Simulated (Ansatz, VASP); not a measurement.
# Two plane-wave programs on B6Cl

```
B Cl
1.0
     4.24587    0.00000    0.00000
     0.00000    4.24587    0.00000
     0.00000    0.00000    4.24587
B Cl
6 1
Direct
  0.20700 0.50000 0.50000
  0.50000 0.20700 0.50000
  0.79300 0.50000 0.50000
  0.50000 0.79300 0.50000
  0.50000 0.50000 0.20700
  0.50000 0.50000 0.79300
  0.00000 0.00000 0.00000
```

Change from the starting cell: species swapped into the YbB6 type (Pm-3m, No. 221).

Alike in both runs: task single point; functional PBE; k mesh 4 × 4 × 4; occupations gaussian, width 0.1 eV; no spin polarisation.

|  | VASP | Ansatz |
| --- | --- | --- |
| version | VASP 6.6.1 | Ansatz 0.2.0 |
| potentials or method | VASP PAW PBE potentials, release 64 (B, Cl), cutoff 520 eV | scalar-relativistic, plane waves, PAW |
| valence electrons in the cell | 25 | 25 |

|  | VASP | Ansatz | Ansatz less VASP |
| --- | --- | --- | --- |
| gap on the k mesh at the Fermi level (eV) | none | none | - |
| pressure (GPa) | -0.1 | -0.1 | 0.00 |
| rms of the force components (eV/Å) | 1.349 | 1.337 | -0.0121 |

Atom by atom the forces differ by 0.012 eV/Å (rms over components). A gap of «none» marks a metal or a gap that the smearing closes. The functional is the same, so the differences come from potentials, cutoffs and numerics.

The k mesh is coarse, so the values compare programs but aren't converged.
